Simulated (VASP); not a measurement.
GaP, 2 atoms in the cell. The structure is cubic, space group F-43m (No. 216). The conventional cell has a = 5.395 Å, b = 5.395 Å, c = 5.395 Å, α = 90.00°, β = 90.00°, γ = 90.00°. Ga (site symmetry -43m) has 4 P at 2.34 Å within 3.1 Å. P (site symmetry -43m) has 4 Ga at 2.34 Å within 3.1 Å. 

```yaml
Program: VASP 6.6.1
Task: single point
Functional: PBEsol
Potentials_or_basis: VASP PAW PBE potentials, release 64 (Ga_d, P)
Cutoff: 520 eV
k_mesh: 6 × 6 × 6
Occupations: gaussian, width 0.01 eV
Spin: no spin polarisation
Dipole_correction: no
Further_INCAR_settings: ALGO = Normal; EDIFF = 1e-06; NBANDS = 16
```

Potentials or basis: VASP PAW PBE potentials, release 64 (Ga_d, P).

The run is started by

```console
$ cat potpaw_PBE.64/Ga_d/POTCAR potpaw_PBE.64/P/POTCAR > POTCAR
$ mpirun -np 1 vasp_std > vasp.out
```

Hardware: 1 thread of Intel Xeon 6975P-C (shared host).

Task: How long does it take, and how much memory?

Result: Wall time 5.8 s on 1 thread of Intel Xeon 6975P-C (shared host), peak memory 0.16 GiB. Counts: scf iterations 12, k points 16.
